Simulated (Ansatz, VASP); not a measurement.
PtS2 in VASP and in Ansatz

```xyz
3
Lattice="3.5414 0.0000 0.0000 -1.7707 3.0670 0.0000 0.0000 0.0000 30.8255" Properties=species:S:1:pos:R:3 pbc="T T T"
S     1.7707    1.0223   14.1710
S     0.0000    2.0446   16.6545
Pt    0.0000    0.0000   15.4127
```

Alike in both runs: functional PBE; dispersion D3(BJ); k mesh 9 × 9 × 1; occupations gaussian, width 0.02 eV; no spin polarisation.

Ansatz relaxed the structure, and its values are those at the end. VASP's run is a single point on that final structure, the one shown.

|  | VASP | Ansatz |
| --- | --- | --- |
| version | VASP 6.6.1 | Ansatz 0.2.0 |
| potentials or method | VASP PAW PBE potentials, release 64 (S, Pt), cutoff 520 eV | scalar-relativistic, plane waves, PAW |
| valence electrons in the cell | 22 | 30 |

|  | VASP | Ansatz | Ansatz less VASP |
| --- | --- | --- | --- |
| gap on the k mesh at the Fermi level (eV) | 1.84 | 1.84 | -0.002 |
| least direct gap on the mesh (eV) | 1.92 | 1.92 | -0.003 |
| rms of the force components (eV/Å) | 0.018 | 0.000 | -0.0182 |

VASP's potentials hold 22 valence electrons a cell and Ansatz's 30, so a difference there can come from the potentials and not from the codes.

Neither program's run includes spin-orbit coupling.
